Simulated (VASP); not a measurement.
Wanted: the native input for a VASP 6.6.1 run.

```
Task                   : single point
Functional             : r2SCAN
Potentials or basis    : VASP PAW PBE potentials, release 64 (Ba_sv, Te)
Cutoff                 : 520 eV
k mesh                 : 6 × 6 × 6
Occupations            : gaussian, width 0.01 eV
Spin                   : no spin polarisation
Dipole correction      : no
Further INCAR settings : ALGO = Normal; EDIFF = 1e-06; NBANDS = 15
```

BaTe:

```
CELL_PARAMETERS angstrom
0.03532 3.56771 3.56771
3.56771 0.03532 3.56771
3.56771 3.56771 0.03532
ATOMIC_POSITIONS crystal
Ba 0.00000 0.00000 0.00000
Te 0.50000 0.50000 0.50000
```

This cell differs from its parent crystal: strain along [111] +1.5%.

The input as run:

POSCAR

```
BaTe
1.0
    0.0353238684      3.5677107110      3.5677107110
    3.5677107110      0.0353238684      3.5677107110
    3.5677107110      3.5677107110      0.0353238684
Ba Te
1 1
Direct
    0.0000000000      0.0000000000      0.0000000000
    0.5000000000      0.5000000000      0.5000000000
```

INCAR.step1

```
  PREC = Accurate
  ENCUT = 520
  ISMEAR = 0
  SIGMA = 0.01
  LREAL = F
  LASPH = T
  NELM = 100
  NBANDS = 15
  GGA = PE
  ALGO = Normal
  EDIFF = 1E-4
  LWAVE = T
  LCHARG = F
```

INCAR.step2

```
  PREC = Accurate
  ENCUT = 520
  EDIFF = 1E-6
  ISMEAR = 0
  SIGMA = 0.01
  LREAL = F
  LASPH = T
  NELM = 100
  ALGO = Normal
  ISIF = 2
  LWAVE = F
  LCHARG = F
  METAGGA = R2SCAN
  LMIXTAU = T
  NBANDS = 15
  ISTART = 1
```

KPOINTS

```
Automatic mesh
0
Gamma
  6 6 6
```

Potentials or basis: VASP PAW PBE potentials, release 64 (Ba_sv, Te).

Run with:

```sh
$ cat potpaw_PBE.64/Ba_sv/POTCAR potpaw_PBE.64/Te/POTCAR > POTCAR
$ cp INCAR.step1 INCAR
$ mpirun -np 1 vasp_std > vasp.out
$ cp INCAR.step2 INCAR
$ mpirun -np 1 vasp_std > vasp.out
```

It gave:

The pressure is -0.2 GPa and the band gap on the k mesh is 1.94 eV (least direct gap 2.33 eV).

Caveat: the cell differs from its parent crystal (strain along [111] +1.5%); the PAW data sets were made with another functional, which shifts forces and pressure a little; spin-orbit coupling is left out, which moves the levels of the heavy elements.

It took 80 s on 1 thread of Intel(R) Xeon(R) 6975P-C (Granite Rapids), with other jobs on the host, peak memory 0.27 GiB.
